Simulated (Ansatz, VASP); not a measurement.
**One calculation of Sb, two programs**

```
Sb
1.0
     0.00000    2.32519    2.46609
     2.32519    0.00000    2.46609
     2.32519    2.32519    0.00000
Sb
1
Direct
  0.00000 0.00000 0.00000
```

Change from the starting cell: strain_z_fixed_volume = 0.04.

Alike in both runs: functional PBEsol; k mesh 10 × 10 × 10; occupations fermi-dirac, width 0.05 eV; no spin polarisation.

|  | VASP | Ansatz |
| --- | --- | --- |
| version | VASP 6.6.1 | Ansatz 0.2.0 |
| potentials or method | VASP PAW PBE potentials, release 64 (Sb), cutoff 500 eV | all-electron LAPW, scalar-relativistic |
| task | single point | band structure |

Ansatz gave:

| Property | Result |
| --- | --- |
| gap on the k mesh at the Fermi level (eV) | none |
| pressure (GPa) | -1.0 |
| traceless stress, the component that is largest in VASP (GPa) | 0.09 |

Question: Estimate VASP's values.

Answer: gap on the k mesh at the Fermi level (eV): none; pressure (GPa): -1.0; traceless stress, the component that is largest in VASP (GPa): 0.07.

VASP's potentials were made for PBE, not for PBEsol. A gap of «none» marks a metal or a gap that the smearing closes. Ansatz ran all-electron here, and VASP with PAW potentials.

Spin-orbit coupling is off throughout.
